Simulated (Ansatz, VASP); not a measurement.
## HfB2 in VASP and in Ansatz

```xyz
3
Lattice="3.1400 0.0000 0.0000 -1.5700 2.7193 0.0000 0.0000 0.0000 3.4800" Properties=species:S:1:pos:R:3 pbc="T T T"
Hf    0.0000    0.0000    0.0000
B     1.5700    0.9064    1.7400
B     0.0000    1.8129    1.7400
```

Alike in both runs: task relaxation of cell and atoms; functional PBE; k mesh 10 × 10 × 8; occupations fermi-dirac, width 0.05 eV; no spin polarisation; Hubbard terms Hf d U = 8.0 eV.

|  | VASP | Ansatz |
| --- | --- | --- |
| version | VASP 6.6.1 | Ansatz 0.2.0 |
| potentials or method | VASP PAW PBE potentials, release 64 (Hf_pv, B) | Ansatz PAW |
| plane-wave cutoff (eV) | 600 | 420 |
| valence electrons in the cell | 16 | 32 |

|  | VASP | Ansatz | Ansatz less VASP |
| --- | --- | --- | --- |
| gap on the k mesh at the Fermi level, each at its own relaxed structure (eV) | none | none | - |
| relaxed volume (Å³/atom) | 10.93 | 10.38 | -0.552 |
| relaxed cell length with the largest relative difference (Å) | 3.673 | 3.603 | -0.0703 |

The programs project onto different local orbitals, so the same U acts differently, and such runs can settle in different states. A gap of «none» marks a metal or a gap that the smearing closes. VASP's potentials hold 16 valence electrons a cell and Ansatz's 32, so a difference there can come from the potentials and not from the codes.

Spin-orbit coupling is off throughout. Noted on Ansatz's run: the plane-wave basis is chosen anew once the cell has moved, so the energies of steps on either side of that aren't comparable.
